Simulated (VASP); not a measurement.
The system is ZnO (zincite).

```
Zn O
1.0
     3.24931    0.00000    0.00000
    -1.62465    2.81398    0.00000
     0.00000    0.00000    5.20571
Zn O
2 2
Direct
  0.66667 0.33333 0.00000
  0.33333 0.66667 0.50000
  0.33333 0.66667 0.87901
  0.66667 0.33333 0.37901
```

```yaml
Program: VASP 6.6.1
Task: relaxation of cell and atoms
Functional: PBE
Dispersion: D3(BJ)
Potentials_or_basis: VASP PAW PBE potentials, release 64 (Zn, O)
Cutoff: 600 eV
k_mesh: 9 × 9 × 5
Occupations: fermi-dirac, width 0.05 eV
Spin: no spin polarisation
```

At the start: pressure 2.7 GPa; volume 11.90 Å³/atom.

Problem. Where does the relaxation end?

Solution. Over 7 steps the energy falls by 2.2 meV/atom and the volume is 12.12 Å³/atom (+1.9 %); space group P6_3mc (No. 186, to 0.05 Å).

The path:
| step | energy change (eV) | largest force (eV/Å) | pressure (GPa) | volume (Å³) |
| --- | --- | --- | --- | --- |
| 1 | 0.0000 | 0.0724 | 2.73 | 47.60 |
| 2 | -0.0065 | 0.0342 | -1.37 | 49.01 |
| 3 | -0.0087 | 0.0028 | -0.01 | 48.52 |
| 4 | -0.0087 | 0.0038 | -0.07 | 48.54 |
| 5 | -0.0088 | 0.0123 | -0.02 | 48.52 |
| 6 | -0.0088 | 0.0161 | -0.02 | 48.52 |
| 7 | -0.0088 | 0.0096 | 0.06 | 48.50 |

Final structure:
```yaml
crystal:
  lattice:
    - [3.26262, 0.00000, 0.00000]
    - [-1.63131, 2.82551, 0.00000]
    - [0.00000, 0.00000, 5.26092]
  atoms:
    - { symbol: Zn, position: [0.66667, 0.33333, 0.99974] }
    - { symbol: Zn, position: [0.33333, 0.66667, 0.49974] }
    - { symbol: O, position: [0.33333, 0.66667, 0.87927] }
    - { symbol: O, position: [0.66667, 0.33333, 0.37927] }
```
